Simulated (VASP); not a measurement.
A run of VASP 6.6.1:

The input INCAR:

```
SYSTEM = Zr2NbC2
PREC = Accurate ; ENCUT = 600
EDIFF = 1E-7 ; ISMEAR = 0
SIGMA = 0.1 ; LREAL = .False.
LASPH = .True. ; NELM = 80
ALGO = Normal ; ISIF = 3
LWAVE = .False. ; LCHARG = .False.
GGA = PE ; IBRION = 2
NSW = 90 ; EDIFFG = -0.04
```

The input KPOINTS:

```
Automatic mesh
0
Gamma
  4 4 4
  0 0 0
```

File POSCAR:

```
Zr2NbC2
1.0
    3.8115643400      0.0000000000      0.0000000000
    0.0000000000      3.8115643400      0.0000000000
    0.0000000000      0.0000000000      5.0390756200
Zr Nb C
2 1 2
Direct
    0.5000000000      0.0000000000      0.5000000000
    0.0000000000      0.5000000000      0.5000000000
    0.0000000000      0.0000000000      0.0000000000
    0.5000000000      0.5000000000      0.7247068300
    0.5000000000      0.5000000000      0.2752931700
```

Potentials or basis: VASP PAW PBE potentials, release 64 (Zr_sv, Nb_sv, C).

Launch:

```bash
$ cat potpaw_PBE.64/Zr_sv/POTCAR potpaw_PBE.64/Nb_sv/POTCAR potpaw_PBE.64/C/POTCAR > POTCAR
$ mpirun -np 1 vasp_std > vasp.out
```

Hardware: 1 thread of AMD EPYC 9R45 96-Core Processor (Zen 5), on a shared host.

**Question.** Estimate the wall time of this run.

**Answer.** It took 15 min on 1 thread of AMD EPYC 9R45 96-Core Processor (Zen 5) (shared host), peak memory 0.2 GiB. Counts: scf iterations 567, k points 18, ion steps 48.
